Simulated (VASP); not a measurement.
Here is a VASP 6.6.1 calculation.

INCAR

```
SYSTEM = Al
PREC = Accurate
ENCUT = 520
EDIFF = 1E-6
ISMEAR = 0
SIGMA = 0.15
LREAL = .False.
LASPH = .True.
NELM = 60
ALGO = Fast
ISIF = 2
LWAVE = .False.
LCHARG = .False.
GGA = PE
NBANDS = 10
```

Contents of KPOINTS:

```
regular mesh
0
Gamma
  20 20 12
  0 0 0
```

The input POSCAR:

```
Al
1.0
   -1.5959973539      1.5959973539      1.6175102401
    1.5959973539     -1.5959973539      1.6175102401
    3.1919947077      3.1919947077      0.0000000000
Al
2
Direct
    0.0195409416     -0.0195409416      0.0000000000
    0.4804590584      0.5195409416      0.5000000000
```

Potentials or basis: VASP PAW PBE potentials, release 64 (Al).

Command:

```sh
$ cat potpaw_PBE.64/Al/POTCAR > POTCAR
$ mpirun -np 1 vasp_std > vasp.out
```

Task: Predict the band gap on the k mesh.

Result: Zero (bands 3 and 4 overlap by 9.13 eV).

Task: Predict the largest force.

Result: 0.089 eV/Å.

Task: Estimate the pressure.

Result: 1.9 GPa.

Stress tensor (GPa, compression positive):
```
 1.71 -0.41  0.00
-0.41  1.71  0.00
 0.00  0.00  2.22
```

Caveat: the cell differs from its parent crystal (atoms displaced along a vibrational mode, the cell strained).
